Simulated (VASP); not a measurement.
Wanted: the native input for a VASP 6.6.1 run.

```yaml
Task: single point
Functional: PBE
Potentials_or_basis: VASP PAW PBE potentials, release 64 (Ni, Ge_d)
Cutoff: 520 eV
k_mesh: 6 × 4 × 4
Occupations: gaussian, width 0.2 eV
Spin: no spin polarisation
Dipole_correction: no
Further_INCAR_settings: ALGO = Normal; EDIFF = 1e-06; NBANDS = 58
```

The structure of NiGe lies in POSCAR:

```
NiGe
1.0
   -0.0009193633     -3.4270049375      0.0012570597
   -5.4512634516      0.0003873195      0.0003698320
    0.0002244661     -0.0010502705     -5.8778181717
Ni Ge
4 4
Direct
    0.2499723819      0.0047511387      0.8103708135
    0.7500109518      0.9952556453      0.1896330297
    0.7499711808      0.4952534420      0.3103459136
    0.2500187426      0.5047477376      0.6896504800
    0.2500356283      0.1893283414      0.4156605074
    0.7499768640      0.8106710132      0.5843486232
    0.7500267762      0.3106870759      0.9156462012
    0.2499874745      0.6893056058      0.0843444313
```

One way to write it, as run:

INCAR

```
SYSTEM = NiGe
PREC = Accurate
ENCUT = 520
EDIFF = 1E-6
ISMEAR = 0
SIGMA = 0.2
LREAL = .FALSE.
LASPH = .TRUE.
NELM = 80
ALGO = Normal
ISIF = 2
LWAVE = .FALSE.
LCHARG = .FALSE.
GGA = PE
NBANDS = 58
```

KPOINTS

```
regular mesh
0
G
  6 4 4
  0 0 0
```

Potentials or basis: VASP PAW PBE potentials, release 64 (Ni, Ge_d).

Run with:

```bash
$ cat potpaw_PBE.64/Ni/POTCAR potpaw_PBE.64/Ge_d/POTCAR > POTCAR
$ mpirun -np 1 vasp_std > vasp.out
```

It gave:

```
Pressure               : 0.0 GPa
Largest force          : 0.021 eV/Å
Band gap on the k mesh : zero (bands 48 and 49 overlap by 1.26 eV)
```

It took 6.7 min on 1 thread of Intel Xeon 8259CL, with other jobs on the host, peak memory 0.39 GiB.
